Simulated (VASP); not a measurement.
# Ta16C: single point with PBE

The system is Ta16C, a slab with vacuum.

```
Ta C
1.0
     6.63793    0.00000    0.00000
     0.00000    6.63793    0.00000
     0.00000    0.00000   20.29966
Ta C
16 1
Direct
  0.25000 0.25000 0.19705
  0.25000 0.75000 0.19705
  0.75000 0.25000 0.19705
  0.75000 0.75000 0.19705
  0.00000 0.00000 0.27880
  0.00000 0.50000 0.27880
  0.50000 0.00000 0.27880
  0.50000 0.50000 0.27880
  0.25000 0.25000 0.35991
  0.25000 0.75000 0.35991
  0.75000 0.25000 0.35991
  0.75000 0.75000 0.35991
  0.00000 0.00000 0.43349
  0.00000 0.50000 0.43349
  0.50000 0.00000 0.43349
  0.50000 0.50000 0.43349
  0.00000 0.00000 0.52585
```

| Quantity | Value |
| --- | --- |
| Program | VASP 6.6.1 |
| Task | single point |
| Functional | PBE |
| Potentials or basis | VASP PAW PBE potentials, release 64 (Ta_pv, C) |
| Cutoff | 520 eV |
| k mesh | 4 × 4 × 1 |
| Occupations | gaussian, width 0.1 eV |
| Spin | no spin polarisation |
| Dipole correction | yes |
| Further INCAR settings | LREAL = Auto; ALGO = Normal; EDIFF = 1e-07; NBANDS = 104 |

```json
{"Largest force": "1.507 eV/Å", "Band gap on the k mesh": "zero (bands 90 and 91 overlap by 0.64 eV)"}
```

Forces in eV/Å, atoms in the order of the input:
```
Ta  -0.085 -0.085  0.876
Ta  -0.085  0.085  0.876
Ta   0.085 -0.085  0.876
Ta   0.085  0.085  0.876
Ta   0.000  0.000 -1.226
Ta   0.000  0.000 -0.792
Ta   0.000  0.000 -0.792
Ta   0.000  0.000 -0.623
Ta   0.477  0.477 -0.522
Ta   0.477 -0.477 -0.522
Ta  -0.477  0.477 -0.522
Ta  -0.477 -0.477 -0.522
Ta   0.000  0.000  1.507
Ta   0.000  0.000  0.405
Ta   0.000  0.000  0.405
Ta   0.000  0.000 -0.412
C    0.000  0.000  0.111
```

Levels at points of the mesh, in eV from the Fermi level:
```
           k point  band 87  band 88  band 89  band 90  band 91  band 92  band 93  band 94
(0.00, 0.00, 0.00)     0.03     0.15     0.16     0.16     0.24     0.35     0.35     0.40
(0.50, 0.00, 0.00)    -0.39    -0.36    -0.32    -0.20    -0.14     0.09     0.27     0.28
(0.50, 0.50, 0.00)    -0.93    -0.85    -0.70    -0.49    -0.49    -0.12    -0.05    -0.05
```

It took 25 min on 1 thread of AMD EPYC 9R45 96-Core Processor (Zen 5), on a shared host, peak memory 0.93 GiB.

Caveat: spin-orbit coupling is left out, which moves the levels of the heavy elements.
